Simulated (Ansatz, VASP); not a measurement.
# Ir: VASP beside Ansatz

```
Ir
1.0
     2.86143    0.00000    0.00000
    -1.43072    2.47807    0.00000
     0.00000    0.00000    4.64078
Ir
2
Direct
  0.66667 0.33333 0.75000
  0.33333 0.66667 0.25000
```

Change from the starting cell: strain +0.040 along x and y, +0.040 along z, atoms carried along.

Alike in both runs: task single point; functional PBEsol; k mesh 18 × 18 × 12; occupations gaussian, width 0.15 eV; no spin polarisation.

```csv
,VASP,Ansatz
version,VASP 6.6.1,Ansatz 0.2.0
potentials or method,"VASP PAW PBE potentials, release 64 (Ir), cutoff 520 eV","scalar-relativistic, plane waves, PAW"
valence electrons in the cell,18,34
```

|  | VASP | Ansatz | Ansatz less VASP |
| --- | --- | --- | --- |
| gap on the k mesh at the Fermi level (eV) | none | none | - |
| pressure (GPa) | -39.3 | -39.6 | -0.35 |
| traceless stress, the component that is largest in VASP (GPa) | -0.59 | -0.60 | -0.013 |

VASP's potentials were made for PBE, not for PBEsol. A gap of «none» marks a metal or a gap that the smearing closes. Both programs put the cell under strong tension, so it lies far from rest at this level. With one functional, cell and mesh, what is left measures potentials, basis and numerics. VASP's potentials hold 18 valence electrons a cell and Ansatz's 34, so a difference there can come from the potentials and not from the codes.

Neither program's run includes spin-orbit coupling. Noted on VASP's run: the cell as given lies far from equilibrium.
